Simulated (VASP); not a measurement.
# SbW in VASP: further runs, part 2 of 2

VASP 6.6.1. Earlier steps stand in the parts before.

## 4. Single point, PBEsol (atom 4 (Sb) moved 0.12 Å along z)

INCAR reads:

```
SYSTEM = SbW
PREC = Accurate
ENCUT = 520
EDIFF = 1E-6
ISMEAR = 0
SIGMA = 0.05
LREAL = .False.
LASPH = .True.
NELM = 80
ALGO = Normal
ISIF = 2
LWAVE = .False.
LCHARG = .False.
GGA = PS
NBANDS = 27
```

KPOINTS reads:

```
Automatic mesh
0
Gamma
  10 10 6
  0 0 0
```

POSCAR reads:

```
SbW
1.0
    4.3426356053      0.0000000000      0.0000000000
   -2.1713178026      3.7608327536      0.0000000000
    0.0000000000      0.0000000000      5.1676022327
W Sb
2 2
Direct
    0.0000000000      0.0000000000      0.0000000000
    0.0000000000      0.0000000000      0.5000000000
    0.3333333333      0.6666666667      0.2500000000
    0.6666666667      0.3333333333      0.7732216015
```

Run with:

```
$ cat potpaw_PBE.64/W_sv/POTCAR potpaw_PBE.64/Sb/POTCAR > POTCAR
$ mpirun -np 1 vasp_std > vasp.out
```

Wall time 89 s (1 thread of Intel Xeon Platinum 8559C (Emerald Rapids), shared host); peak memory 0.28 GiB.

Results (log left out):

| Item | Value |
| --- | --- |
| Free energy | -34.3152 eV |
| Pressure | 0.5 GPa |
| Largest force | 0.621 eV/Å |
| Band gap on the k mesh | zero (bands 19 and 20 overlap by 1.50 eV) |

Forces on the atoms (eV/Å):
```
W    0.000  0.000  0.104
W    0.000  0.000  0.060
Sb   0.000  0.000  0.457
Sb   0.000  0.000 -0.621
```

Stress tensor (GPa, compression positive):
```
0.48 0.00 0.00
0.00 0.48 0.00
0.00 0.00 0.63
```

Levels at points of the mesh, in eV from the Fermi level:
```csv
k point,band 15,band 16,band 17,band 18,band 19,band 20,band 21,band 22,band 23,band 24
"(0.00, 0.00, 0.00)",-2.31,-2.31,-0.25,-0.25,0.39,0.39,2.25,2.96,3.28,3.28
"(0.50, 0.00, 0.00)",-2.60,-2.33,-1.81,-1.40,-0.73,0.63,0.76,2.35,2.99,3.28
"(0.00, 0.00, 0.50)",-1.95,-1.84,-0.75,-0.75,-0.72,-0.72,0.16,0.41,4.67,4.67
"(0.50, 0.00, 0.50)",-2.08,-1.97,-0.21,-0.11,0.03,0.06,0.06,0.14,2.41,2.87
```

Caveat: the cell differs from its parent crystal (atom 4 (Sb) moved 0.12 Å along z); the PAW data sets were made with another functional, which shifts forces and pressure a little; spin-orbit coupling is left out, which moves the levels of the heavy elements.

## 5. Relaxation of shape and atoms at fixed volume, PBEsol (20.26 Å³/atom)

This run uses another cell than the first one, of 20.26 Å³/atom.

INCAR reads:

```
PREC = Accurate
ENCUT = 600
EDIFF = 1E-6
ISMEAR = 0
SIGMA = 0.05
LREAL = F
LASPH = T
NELM = 100
ALGO = Normal
ISIF = 4
LWAVE = F
LCHARG = F
GGA = PS
IBRION = 2
NSW = 60
EDIFFG = -0.01
```

KPOINTS reads:

```
Automatic mesh
0
Gamma
  10 10 6
```

POSCAR reads:

```
SbW
1.0
    4.2756135498      0.0000000000      0.0000000000
   -2.1378067749      3.7027899509      0.0000000000
    0.0000000000      0.0000000000      5.1176454943
W Sb
2 2
Direct
    0.0000000000      0.0000000000      0.0000000000
    0.0000000000      0.0000000000      0.5000000000
    0.3333333333      0.6666666667      0.2500000000
    0.6666666667      0.3333333333      0.7500000000
```

Run with:

```
$ cat potpaw_PBE.64/W_sv/POTCAR potpaw_PBE.64/Sb/POTCAR > POTCAR
$ mpirun -np 1 vasp_std > vasp.out
```

Wall time 1.8 min (1 thread of Intel Xeon Platinum 8559C (Emerald Rapids), shared host); peak memory 0.3 GiB.

The run converged. Its results:

- Free energy: -34.2784 eV
- Energy gained by relaxing: 0.5 meV/atom
- Ionic steps: 2
- Pressure after relaxing: 7.0 GPa
- Band gap on the k mesh: zero (bands 19 and 20 overlap by 1.61 eV)

Stress tensor (GPa, compression positive):
```
7.04 0.00 0.00
0.00 7.04 0.00
0.00 0.00 6.92
```

Step by step:
```csv
step,energy change (eV),largest force (eV/Å),pressure (GPa),volume (Å³)
1,0.0000,0.0000,7.32,81.02
2,-0.0019,0.0000,7.00,81.02
```

Final structure:
```
W Sb
1.0
     4.26313    0.00000    0.00000
    -2.13156    3.69198    0.00000
     0.00000    0.00000    5.14766
W Sb
2 2
Cartesian
  0.0000 0.0000 5.1477
  0.0000 0.0000 2.5738
  0.0000 2.4613 1.2869
  2.1316 1.2307 3.8607
```

Levels at points of the mesh, in eV from the Fermi level:
```tsv
k point	band 15	band 16	band 17	band 18	band 19	band 20	band 21	band 22	band 23
(0.00, 0.00, 0.00)	-2.42	-2.42	-0.29	-0.29	0.40	0.40	2.48	2.78	3.26
(0.50, 0.00, 0.00)	-2.63	-2.47	-2.00	-1.41	-0.75	0.63	0.73	2.66	2.92
(0.00, 0.00, 0.50)	-2.03	-2.03	-0.81	-0.81	-0.81	-0.81	0.39	0.39	5.07
(0.50, 0.00, 0.50)	-2.14	-2.14	-0.22	-0.22	-0.01	-0.01	0.06	0.06	2.73
```

Caveat: the PAW data sets were made with another functional, which shifts forces and pressure a little; spin-orbit coupling is left out, which moves the levels of the heavy elements.

## 6. Relaxation of cell and atoms, PBEsol

This run uses another cell than the first one, of 20.48 Å³/atom.

INCAR reads:

```
PREC = Accurate
ENCUT = 600
EDIFF = 1E-7
ISMEAR = 0
SIGMA = 0.05
LREAL = False
LASPH = True
NELM = 80
ALGO = Normal
ISIF = 3
LWAVE = False
LCHARG = False
GGA = PS
IBRION = 2
NSW = 80
EDIFFG = -0.01
```

KPOINTS reads:

```
regular mesh
0
Gamma
  10 10 6
```

POSCAR reads:

```
SbW
1.0
    4.0791694105      0.0000000000      0.0000000000
   -2.0395847052      3.5326643358      0.0000000000
    0.0000000000      0.0000000000      5.6853635000
W Sb
2 2
Direct
    0.0000000000      0.0000000000      0.0000000000
    0.0000000000      0.0000000000      0.5000000000
    0.3333333333      0.6666666667      0.2500000000
    0.6666666667      0.3333333333      0.7500000000
```

Potentials or basis: VASP PAW PBE potentials, release 64 (W_sv, Sb).

Run with:

```
$ cat potpaw_PBE.64/W_sv/POTCAR potpaw_PBE.64/Sb/POTCAR > POTCAR
$ mpirun -np 1 vasp_std > vasp.out
```

OUTCAR:

```text
PREC = Accurate
   ENCUT = 600
   EDIFF = 1E-7
   ISMEAR = 0
   LREAL = False
   LASPH = True
   NELM = 80
   ISIF = 3
   GGA = PS
   IBRION = 2
   NSW = 80
   EDIFFG = -0.01

 ion  position               nearest neighbor table
   1  0.000  0.000  0.000-   3 2.75   4 2.75   3 2.75   4 2.75   4 2.75   3 2.75   2 2.84   2 2.84

   2  0.000  0.000  0.500-   3 2.75   4 2.75   3 2.75   4 2.75   4 2.75   3 2.75   1 2.84   1 2.84

   3  0.333  0.667  0.250-   1 2.75   2 2.75   1 2.75   2 2.75   1 2.75   2 2.75   4 3.69   4 3.69
                             4 3.69   4 3.69   4 3.69   4 3.69
   4  0.667  0.333  0.750-   1 2.75   2 2.75   1 2.75   2 2.75   1 2.75   2 2.75   3 3.69   3 3.69
                             3 3.69   3 3.69   3 3.69   3 3.69

  LATTYP: Found a hexagonal cell.
 ALAT       =     4.0791694105
 C/A-ratio  =     1.3937551810

  Lattice vectors:

 A1 = (   4.0791694105,   0.0000000000,   0.0000000000)
 A2 = (  -2.0395847052,   3.5326643358,   0.0000000000)
 A3 = (   0.0000000000,   0.0000000000,   5.6853635000)

Analysis of symmetry for initial positions (statically):
=====================================================================
 Subroutine PRICEL returns:
 Original cell was already a primitive cell.

 Routine SETGRP: Setting up the symmetry group for a
 hexagonal supercell.

 Subroutine GETGRP returns: Found 24 space group operations
 (whereof 12 operations were pure point group operations)
 out of a pool of 24 trial point group operations.

The static configuration has the point symmetry D_3d.
 The point group associated with its full space group is D_6h.

Analysis of symmetry for dynamics (positions and initial velocities):
=====================================================================
 Subroutine PRICEL returns:
 Original cell was already a primitive cell.

 Routine SETGRP: Setting up the symmetry group for a
 hexagonal supercell.

 Subroutine GETGRP returns: Found 24 space group operations
 (whereof 12 operations were pure point group operations)
 out of a pool of 24 trial point group operations.

The dynamic configuration has the point symmetry D_3d.
 The point group associated with its full space group is D_6h.

 Subroutine INISYM returns: Found 24 space group operations
 (whereof 12 operations are pure point group operations),
 and found     1 'primitive' translations

----------------------------------------------------------------------------------------

                                     Primitive cell

  volume of cell :      81.9280

  direct lattice vectors                    reciprocal lattice vectors
     4.079169410  0.000000000  0.000000000     0.245147945  0.141536232  0.000000000
    -2.039584705  3.532664336  0.000000000     0.000000000  0.283072465  0.000000000
     0.000000000  0.000000000  5.685363500     0.000000000  0.000000000  0.175890249

  length of vectors
     4.079169410  4.079169410  5.685363500     0.283072465  0.283072465  0.175890249

  position of ions in fractional coordinates (direct lattice)
     0.000000000  0.000000000  0.000000000
     0.000000000  0.000000000  0.500000000
     0.333333333  0.666666667  0.250000000
     0.666666667  0.333333333  0.750000000

  ion indices of the primitive-cell ions
   primitive index   ion index
                 1           1
                 2           2
                 3           3
                 4           4
[... 68 lines left out ...]
   LSORBIT =      F    spin-orbit coupling
   LASPH  =      T    aspherical Exc in radial PAW
   ENCUT  =  600.0 eV  44.10 Ry    6.64 a.u.   8.15  8.15 11.36*2*pi/ulx,y,z
   NELM   =     80;   NELMIN=  2; NELMDL= -5     # of ELM steps
   EDIFF  = 0.1E-06   stopping-criterion for ELM
   LREAL  =      F    real-space projection
   EDIFFG = -.1E-01   stopping-criterion for IOM
   NSW    =     80    number of steps for IOM
   IBRION =      2    ionic relax: 0-MD 1-quasi-New 2-CG
   NFREE  =      1    steps in history (QN), initial steepest desc. (CG)
   ISIF   =      3    stress and relaxation
   ISYM   =      2    0-nonsym 1-usesym 2-fastsym
   POTIM  = 0.5000    time-step for ionic-motion
   TEBEG  =    0.0;   TEEND  =   0.0 temperature during run
   PSTRESS=    0.0 pullay stress
   NELECT =      38.0000    total number of electrons
   NUPDOWN=      -1.0000    fix difference up-down
   EMIN   =  10.00;   EMAX   =-10.00  energy-range for DOS
   EFERMI =   0.00;   METHOD = LEGACY
   ISMEAR =     0;   SIGMA  =   0.05  broadening in eV -4-tet -1-fermi 0-gaus
   EFERMI_NEDOS =   21; number of points for ismear=-14 and -15
   IALGO  =     38    algorithm
   IMIX   =      4    mixing-type and parameters
     AMIX     =   0.40;   BMIX     =  1.00
     AMIX_MAG =   1.60;   BMIX_MAG =  1.00
  volume/ion in A,a.u.               =      20.48       138.22
  Fermi-wavevector in a.u.,A,eV,Ry     =   1.267239  2.394735 21.849529  1.605895
  Thomas-Fermi vector in A             =   2.400398
   LORBIT       =      0    0 simple, 1 ext, 2 COOP (PROOUT), +10 PAW based schemes
   GGA     = PS    functional components
   LHFCALC =     F    Hartree Fock is set to
   AEXX    =    0.0000 exact exchange contribution
   IVDW    =     0    specifies the selected vdW correction
   LEPSILON=     F    determine dielectric tensor
   LRPA    =     F    only Hartree local field effects (RPA)
 conjugate gradient relaxation of ions
 non-spin polarized calculation
 Gauss-broadening in eV      SIGMA  =   0.05
  energy-cutoff  :      600.00
  volume of cell :       81.93
 maximum number of plane-waves:      2753
 NGX is ok and might be reduce to    36
   NGX = 17   NGY = 17   NGZ = 23

--------------------------------------- Ionic step        1  -------------------------------------------

 number of electron      38.0000003 magnetization

 Free energy of the ion-electron system (eV)
  ---------------------------------------------------
  ext. energy  EPLUGINS =         0.00000000
  ---------------------------------------------------
  free energy    TOTEN  =       -33.83135988 eV

  energy without entropy =      -33.82694573  energy(sigma->0) =      -33.82915281

------------------------ aborting loop because EDIFF is reached ----------------------------------------

  FORCE on cell =-STRESS in cart. coord.  units (eV):
  Direction    XX          YY          ZZ          XY          YZ          ZX
  --------------------------------------------------------------------------------------
  -------------------------------------------------------------------------------------
  Total        3.6450044      3.6450044     -4.2476578      0.0000000     -0.0000000      0.0000000
  in kB       71.2814102     71.2814102    -83.0668513      0.0000000     -0.0000000      0.0000000
  external PRESSURE =      19.8319897 kB  Pullay stress =       0.0000000 kB
[... 95 lines left out ...]
  FREE ENERGIE OF THE ION-ELECTRON SYSTEM (eV)
  ---------------------------------------------------
  free  energy   TOTEN  =       -34.3345758343 eV

  energy  without entropy=      -34.3314155553  energy(sigma->0) =      -34.33299569

[... ionic steps 4 to 8 ...]

--------------------------------------- Ionic step        9  -------------------------------------------

 number of electron      37.9999997 magnetization

------------------------ aborting loop because EDIFF is reached ----------------------------------------
[... 71 lines left out ...]
--------------------------------------- Ionic step       11  -------------------------------------------

 number of electron      37.9999997 magnetization

 Free energy of the ion-electron system (eV)
  ---------------------------------------------------
  ext. energy  EPLUGINS =         0.00000000
  ---------------------------------------------------
  free energy    TOTEN  =       -34.35227776 eV

  energy without entropy =      -34.34911020  energy(sigma->0) =      -34.35069398

 E-fermi :   9.1440     XC(G=0): -11.5893

 val. band max:        9.1201812042   @ k =   0.1000   0.1000   0.1667
 cond. band min:       9.1558071740   @ k =   0.1000   0.1000   0.0000
 fundamental gap:      0.0356259697
 Fermi energy:         9.1440230217

 k-point     1 :       0.0000    0.0000    0.0000
  band No.  band energies     occupation
      1     -64.5438      2.00000
      2     -64.4252      2.00000
      3     -29.4683      2.00000
      4     -28.8444      2.00000
      5     -28.8444      2.00000
      6     -28.6688      2.00000
[... 613 lines left out ...]
     22      11.5824      0.00000
     23      11.8404      0.00000

 [... further k-points ...]

------------------------ aborting loop because EDIFF is reached ----------------------------------------

  FORCE on cell =-STRESS in cart. coord.  units (eV):
  Direction    XX          YY          ZZ          XY          YZ          ZX
  --------------------------------------------------------------------------------------
  -------------------------------------------------------------------------------------
  Total       -0.0010878     -0.0010878      0.0038162     -0.0000000      0.0000000      0.0000000
  in kB       -0.0206149     -0.0206149      0.0723236     -0.0000000      0.0000000      0.0000000
  external PRESSURE =       0.0103646 kB  Pullay stress =       0.0000000 kB
[... 19 lines left out ...]
  FREE ENERGIE OF THE ION-ELECTRON SYSTEM (eV)
  ---------------------------------------------------
  free  energy   TOTEN  =       -34.3522777624 eV

  energy  without entropy=      -34.3491101975  energy(sigma->0) =      -34.35069398

 reached required accuracy - stopping structural energy minimisation
```

OSZICAR:

```text
N       E                     dE             d eps       ncg     rms          rms(c)
DAV:   1     0.388892919058E+03    0.38889E+03   -0.21210E+04  2816   0.183E+03
DAV:   2    -0.161484526724E+02   -0.40504E+03   -0.40075E+03  3004   0.481E+02
[... 106 lines left out ...]
DAV:   1    -0.343524036228E+02   -0.14636E-03   -0.35623E-03  2702   0.624E-01    0.125E-01
DAV:   2    -0.343522956044E+02    0.10802E-03   -0.40272E-04  2722   0.167E-01    0.260E-02
DAV:   3    -0.343522792352E+02    0.16369E-04   -0.30877E-05  2955   0.418E-02    0.117E-02
DAV:   4    -0.343522772872E+02    0.19480E-05   -0.91384E-06  2973   0.196E-02    0.878E-03
DAV:   5    -0.343522775685E+02   -0.28131E-06   -0.84199E-07  2598   0.621E-03    0.478E-03
DAV:   6    -0.343522777489E+02   -0.18037E-06   -0.43744E-07  2422   0.437E-03    0.873E-04
DAV:   7    -0.343522777624E+02   -0.13527E-07   -0.29405E-08  1407   0.173E-03
  11 F= -.34352278E+02 E0= -.34350694E+02  d E =-.553856E-05
```

CONTCAR:

```text
SbW
   1.00000000000000
     4.3436181530041988    0.0000000000036888    0.0000000000000000
    -2.1718090764456637    3.7616836647992100   -0.0000000000000000
    -0.0000000000000000   -0.0000000000000000    5.1739878799915804
  W               Sb
     2     2
Direct
     0.0000000000000000    0.0000000000000000    0.0000000000000000
     0.0000000000000000    0.0000000000000000    0.5000000000000000
     0.3333333332999970    0.6666666667000030    0.2500000000000000
     0.6666666667000030    0.3333333332999970    0.7500000000000000

  0.00000000E+00  0.00000000E+00  0.00000000E+00
  0.00000000E+00  0.00000000E+00  0.00000000E+00
  0.00000000E+00  0.00000000E+00  0.00000000E+00
  0.00000000E+00  0.00000000E+00  0.00000000E+00
```

Wall time 9.5 min (1 thread of Intel Xeon Platinum 8559C (Emerald Rapids), shared host); peak memory 0.31 GiB.

Results:

```yaml
Free_energy: -34.3523 eV
Relaxed_volume: 21.13 Å³/atom
Relaxed_cell: a = 4.344 Å, b = 4.344 Å, c = 5.174 Å, α = 90.00°, β = 90.00°, γ = 120.00°
Space_group_after_relaxing_to_0.1_Å: P6_3/mmc (No. 194)
Energy_gained_by_relaxing: 130.2 meV/atom
Ionic_steps: 11
Pressure_after_relaxing: 0.0 GPa
Band_gap_on_the_k_mesh: zero (bands 19 and 20 overlap by 1.50 eV)
```

Step by step:
```tsv
step	energy change (eV)	largest force (eV/Å)	pressure (GPa)	volume (Å³)
1	0.0000	0.0000	1.98	81.93
2	-0.4193	0.0000	-1.92	84.72
3	-0.5032	0.0000	-2.98	86.04
4	-0.4086	0.0000	8.20	81.16
5	-0.5209	0.0000	-0.15	84.63
6	-0.5209	0.0000	-0.07	84.59
7	-0.5209	0.0000	0.00	84.56
8	-0.5209	0.0000	0.05	84.52
9	-0.5209	0.0000	0.05	84.51
10	-0.5209	0.0000	-0.10	84.59
11	-0.5209	0.0000	0.00	84.54
```

Final structure:
```yaml
crystal:
  lattice:
    - [4.34362, 0.00000, 0.00000]
    - [-2.17181, 3.76168, 0.00000]
    - [0.00000, 0.00000, 5.17399]
  atoms:
    - { symbol: W, position: [0.00000, 0.00000, 0.00000] }
    - { symbol: W, position: [0.00000, 0.00000, 0.50000] }
    - { symbol: Sb, position: [0.33333, 0.66667, 0.25000] }
    - { symbol: Sb, position: [0.66667, 0.33333, 0.75000] }
```

Levels at points of the mesh, in eV from the Fermi level:
| k point | band 17 | band 18 | band 19 | band 20 | band 21 | band 22 |
| --- | --- | --- | --- | --- | --- | --- |
| (0.00, 0.00, 0.00) | -0.20 | -0.20 | 0.30 | 0.30 | 2.47 | 2.69 |
| (0.50, 0.00, 0.00) | -1.87 | -1.40 | -0.73 | 0.61 | 0.74 | 2.33 |
| (0.00, 0.00, 0.50) | -0.75 | -0.75 | -0.75 | -0.75 | 0.26 | 0.26 |
| (0.50, 0.00, 0.50) | -0.16 | -0.16 | 0.01 | 0.01 | 0.07 | 0.07 |

Caveat: the PAW data sets were made with another functional, which shifts forces and pressure a little; spin-orbit coupling is left out, which moves the levels of the heavy elements.

## 7. Overview

```csv
task,cell,cutoff (eV),gap on the mesh (eV),pressure (GPa)
single point,"a = 4.380, b = 4.380, c = 5.182 Å, angles 90.0, 90.0, 120.0°, 4 atoms, atomic positions A",520,none,-2.6
single point,"a = 4.416, b = 4.416, c = 5.196 Å, angles 90.0, 90.0, 120.0°, 4 atoms, atomic positions A",520,none,-5.2
single point,"a = 4.343, b = 4.343, c = 5.168 Å, angles 90.0, 90.0, 120.0°, 4 atoms, atomic positions B",520,none,0.5
relaxation of shape and atoms at fixed volume,"relaxed from a = 4.276, b = 4.276, c = 5.118 Å, angles 90.0, 90.0, 120.0°, 4 atoms, atomic positions A",600,none,7.0
relaxation of cell and atoms,"relaxed from a = 4.079, b = 4.079, c = 5.685 Å, angles 90.0, 90.0, 120.0°, 4 atoms, atomic positions A",600,none,0.0
```

Alike in all rows: level PBEsol; potentials or basis VASP PAW PBE potentials, release 64 (W_sv, Sb); no spin polarisation; k mesh 10 × 10 × 6; smearing gaussian 0.05 eV.

Caveats: the PAW data sets were made with another functional, which shifts forces and pressure a little; spin-orbit coupling is left out, which moves the levels of the heavy elements; the cell stands under tension (at least some runs).

Total energies depend on the potentials used, so only differences within one code and one set of settings carry meaning.

The gap in the log of VASP goes by the Fermi energy; the results here count the filled bands.